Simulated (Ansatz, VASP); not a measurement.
W in VASP and in Ansatz

Contents of INCAR:

```
ALGO = Fast
EDIFF = 1E-7
ENCUT = 520
GGA = PE
ISIF = 2
ISMEAR = 0
LASPH = T
LCHARG = T
LELF = T
LREAL = F
LVHAR = T
LWAVE = F
NBANDS = 21
NELM = 80
PREC = Accurate
SIGMA = 0.15
```

KPOINTS

```
k-points
0
Gamma
  10 10 10
```

The input POSCAR:

```
W
1.0
    0.0000000000     -3.1835586448      0.0000000000
   -3.1835586448      0.0000000000      0.0000000000
    0.0000000000      0.0000000000     -3.1835586448
W
2
Direct
    0.4653338586      0.5048128970      0.4880848567
    0.0346661414     -0.0048128970      0.0119151433
```

Input for Ansatz:

```yaml
crystal:
  lattice:
    - [0.0, -3.1835586448, 0.0]
    - [-3.1835586448, 0.0, 0.0]
    - [0.0, 0.0, -3.1835586448]
  atoms:
    - { symbol: W, position: [0.4653338586, 0.504812897, 0.4880848567] }
    - { symbol: W, position: [0.0346661414, -0.004812897, 0.0119151433] }
basis:
  ecutwfc: 420
kpoints:
  mp_grid: { grid: [10, 10, 10] }
hamiltonian:
  xc: pbe
scf:
  occupations: { method: gaussian, width: 0.15 }
output:
  forces: true
  stress: true
  eigenvalues: true
```

Change from the starting cell: all atoms moved at random, sigma 0.1 Å a component.

Alike in both runs: task single point; functional PBE; k mesh 10 × 10 × 10; occupations gaussian, width 0.15 eV; no spin polarisation.

|  | VASP | Ansatz |
| --- | --- | --- |
| version | VASP 6.6.1 | Ansatz 0.2.0 |
| potentials or method | VASP PAW PBE potentials, release 64 (W_sv), cutoff 520 eV | scalar-relativistic, plane waves, PAW |
| valence electrons in the cell | 28 | 28 |

Ansatz gave:

| Item | Value |
| --- | --- |
| gap on the k mesh at the Fermi level (eV) | none |
| pressure (GPa) | 5.5 |
| traceless stress, the component that is largest in VASP (GPa) | -1.94 |
| rms of the force components (eV/Å) | 1.379 |

Q: What did VASP give for the same quantities?

A: gap on the k mesh at the Fermi level (eV): none; pressure (GPa): 6.1; traceless stress, the component that is largest in VASP (GPa): -2.01; rms of the force components (eV/Å): 1.399.

Atom by atom the forces differ by 0.020 eV/Å (rms over components). A gap of «none» marks a metal or a gap that the smearing closes.

Spin-orbit coupling is off throughout.
